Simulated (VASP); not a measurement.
# HgTe (Fm-3m) in VASP: notebook, part 3 of 3

VASP 6.6.1. The steps go on from the part before.

## Step 6: Electric field gradients, PBEsol (26.43 Å³/atom)

This run uses another cell than the first one, of 26.43 Å³/atom.

Contents of INCAR:

```
SYSTEM = HgTe
PREC = Accurate ; ENCUT = 520
EDIFF = 1E-8 ; ISMEAR = -1
SIGMA = 0.08 ; LREAL = .FALSE.
LASPH = .TRUE. ; NELM = 80
ALGO = Normal ; ISIF = 2
LWAVE = .FALSE. ; LCHARG = .FALSE.
GGA = PS ; LEFG = .TRUE.
NBANDS = 16
```

Contents of KPOINTS:

```
Automatic mesh
0
G
  12 12 12
  0 0 0
```

Contents of POSCAR:

```
HgTe
1.0
    0.0000000000      2.9787988607      2.9787988607
    2.9787988607      0.0000000000      2.9787988607
    2.9787988607      2.9787988607      0.0000000000
Hg Te
1 1
Direct
    0.0000000000      0.0000000000      0.0000000000
    0.5000000000      0.5000000000      0.5000000000
```

Potentials or basis: VASP PAW PBE potentials, release 64 (Hg, Te).

Launch:

```sh
$ cat potpaw_PBE.64/Hg/POTCAR potpaw_PBE.64/Te/POTCAR > POTCAR
$ mpirun -np 1 vasp_std > vasp.out
```

OUTCAR:

```text
SYSTEM = HgTe
   PREC = Accurate
   ENCUT = 520
   EDIFF = 1E-8
   ISMEAR = -1
   LREAL = .FALSE.
   LASPH = .TRUE.
   NELM = 80
   ISIF = 2
   GGA = PS

 ion  position               nearest neighbor table
   1  0.000  0.000  0.000-   2 2.98   2 2.98   2 2.98   2 2.98   2 2.98   2 2.98
   2  0.500  0.500  0.500-   1 2.98   1 2.98   1 2.98   1 2.98   1 2.98   1 2.98

  LATTYP: Found a face centered cubic cell.
 ALAT       =     5.9575977214

  Lattice vectors:

 A1 = (   0.0000000000,   2.9787988607,   2.9787988607)
 A2 = (   2.9787988607,   0.0000000000,   2.9787988607)
 A3 = (   2.9787988607,   2.9787988607,   0.0000000000)

Analysis of symmetry for initial positions (statically):
=====================================================================
 Subroutine PRICEL returns:
 Original cell was already a primitive cell.

 Routine SETGRP: Setting up the symmetry group for a
 face centered cubic supercell.

 Subroutine GETGRP returns: Found 48 space group operations
 (whereof 48 operations were pure point group operations)
 out of a pool of 48 trial point group operations.

The static configuration has the point symmetry O_h .

Analysis of symmetry for dynamics (positions and initial velocities):
=====================================================================
 Subroutine PRICEL returns:
 Original cell was already a primitive cell.

 Routine SETGRP: Setting up the symmetry group for a
 face centered cubic supercell.

 Subroutine GETGRP returns: Found 48 space group operations
 (whereof 48 operations were pure point group operations)
 out of a pool of 48 trial point group operations.

[... 159 lines left out ...]
      4      -1.8404      2.00000
      5      -1.8404      2.00000
      6      -1.8404      2.00000
[... 433 lines left out ...]
      3      -2.2627      2.00000
      4      -2.0634      2.00000
      5      -1.6320      2.00000
      6      -1.6038      2.00000
[... 8 lines left out ...]
     15      15.3288      0.00000
     16      15.9246      0.00000

 [... further k-points ...]

------------------------ aborting loop because EDIFF is reached ----------------------------------------

  FORCE on cell =-STRESS in cart. coord.  units (eV):
  Direction    XX          YY          ZZ          XY          YZ          ZX
  --------------------------------------------------------------------------------------
  -------------------------------------------------------------------------------------
  Total        0.5816394      0.5816394      0.5816394      0.0000000      0.0000000      0.0000000
  in kB       17.6283182     17.6283182     17.6283182      0.0000000      0.0000000      0.0000000
  external PRESSURE =      17.6283182 kB  Pullay stress =       0.0000000 kB

 VOLUME and BASIS-vectors are now :
 -----------------------------------------------------------------------------
  energy-cutoff  :      520.00
  volume of cell :       52.86
      direct lattice vectors                 reciprocal lattice vectors
     0.000000000  2.978798861  2.978798861    -0.167852891  0.167852891  0.167852891
     2.978798861  0.000000000  2.978798861     0.167852891 -0.167852891  0.167852891
     2.978798861  2.978798861  0.000000000     0.167852891  0.167852891 -0.167852891

 POSITION                                       TOTAL-FORCE (eV/Angst)
 -----------------------------------------------------------------------------------
      0.00000      0.00000      0.00000        -0.000000      0.000000      0.000000
      2.97880      2.97880      2.97880         0.000000      0.000000     -0.000000
 -----------------------------------------------------------------------------------
    total drift:                                0.000000     -0.000000     -0.000000

  FREE ENERGIE OF THE ION-ELECTRON SYSTEM (eV)
  ---------------------------------------------------
  free  energy   TOTEN  =        -4.2058679919 eV

  energy  without entropy=       -4.1810048686  energy(sigma->0) =       -4.19343643

 Electric field gradients (V/A^2)
---------------------------------------------------------------------
 ion       V_xx      V_yy      V_zz      V_xy      V_xz      V_yz
---------------------------------------------------------------------
   1      -0.000    -0.000     0.000     0.001     0.001     0.001
   2       0.000    -0.000    -0.000     0.000     0.000     0.000
---------------------------------------------------------------------

 Electric field gradients after diagonalization (V/A^2)
 (convention: |V_zz| > |V_xx| > |V_yy|)
----------------------------------------------------------------------
 ion       V_xx      V_yy      V_zz     asymmetry (V_yy - V_xx)/ V_zz
----------------------------------------------------------------------
   1      -0.001    -0.001     0.001       0.000
   2      -0.000    -0.000     0.000       0.000
----------------------------------------------------------------------

           NMR quadrupolar parameters

 Cq : quadrupolar parameter    Cq=e*Q*V_zz/h
 eta: asymmetry parameters     (V_yy - V_xx)/ V_zz
 Q  : nuclear electric quadrupole moment in mb (millibarn)
----------------------------------------------------------------------
 ion       Cq(MHz)       eta       Q (mb)
----------------------------------------------------------------------
   1       0.000       0.000       1.000
   2       0.000       0.000       1.000
----------------------------------------------------------------------
```

Run time: 41 s. Hardware: 1 thread of Intel Xeon 8259CL, shared host; peak memory 0.22 GiB.

What came out:

| Property | Result |
| --- | --- |
| Free energy | -4.2059 eV |
| Pressure | 1.8 GPa |
| Band gap on the k mesh | zero (bands 9 and 10 overlap by 2.93 eV) |
| Largest electric field gradient by atom | under 0.05 V/Å² on every atom |

Levels at points of the mesh, in eV from the Fermi level:
```csv
k point,band 5,band 6,band 7,band 8,band 9,band 10,band 11,band 12,band 13,band 14
"(0.00, 0.00, 0.00)",-6.88,-6.88,-0.79,-0.79,-0.79,-0.69,7.66,7.66,7.66,7.92
"(0.50, 0.00, 0.00)",-6.67,-6.67,-5.79,0.38,0.38,2.48,3.83,3.83,4.04,10.53
"(0.50, 0.50, 0.00)",-6.58,-5.87,-4.77,-2.87,-2.55,-2.55,4.68,9.54,9.54,10.09
```

Caveat: the PAW data sets were made with another functional, which shifts forces and pressure a little; spin-orbit coupling is left out, which moves the levels of the heavy elements.

## Step 7: The runs side by side

```csv
cell,gap on the mesh (eV),pressure (GPa)
"a = 4.118 Å, angles 60.0°, 2 atoms",none,7.3
"a = 4.159 Å, angles 60.0°, 2 atoms",none,4.7
"a = 4.145 Å, angles 60.0°, 2 atoms",none,5.5
"a = 4.186 Å, angles 60.0°, 2 atoms",none,3.1
"a = 4.213 Å, angles 60.0°, 2 atoms",none,1.8
```

Alike in all rows: task electric field gradients; level PBEsol; potentials or basis VASP PAW PBE potentials, release 64 (Hg, Te); no spin polarisation; k mesh 12 × 12 × 12; cutoff (eV) 520; smearing fermi-dirac 0.08 eV.

Caveats: the PAW data sets were made with another functional, which shifts forces and pressure a little; spin-orbit coupling is left out, which moves the levels of the heavy elements; the cell stands under pressure (at least some runs).

Absolute energies hang on the potentials; compare differences alone.
